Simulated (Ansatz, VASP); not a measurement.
**Ru in VASP and in Ansatz**

```
Ru
1.0
     2.70595    0.00000    0.00000
    -1.35297    2.34342    0.00000
     0.00000    0.00000    4.25791
Ru
2
Direct
  0.33333 0.66667 0.25000
  0.66667 0.33333 0.75000
```

Alike in both runs: functional r2SCAN; k mesh 13 × 13 × 8; occupations fermi-dirac, width 0.1 eV; no spin polarisation.

Ansatz relaxed the structure, and its values are those at the end. VASP's run is a single point on that final structure, the one shown.

```csv
,VASP,Ansatz
version,VASP 6.6.1,Ansatz 0.2.0
potentials or method,"VASP PAW PBE potentials, release 64 (Ru_pv), cutoff 520 eV","plane waves (500 eV) with PAW, scalar-relativistic"
valence electrons in the cell,28,32
```

Ansatz gave:

| Item | Value |
| --- | --- |
| pressure (GPa) | 0.0 |

Problem. Estimate VASP's values.

Solution. Pressure (GPa): 1.5.

VASP's potentials were made for PBE, not for r2SCAN. VASP's potentials hold 28 valence electrons a cell and Ansatz's 32, so a difference there can come from the potentials and not from the codes.
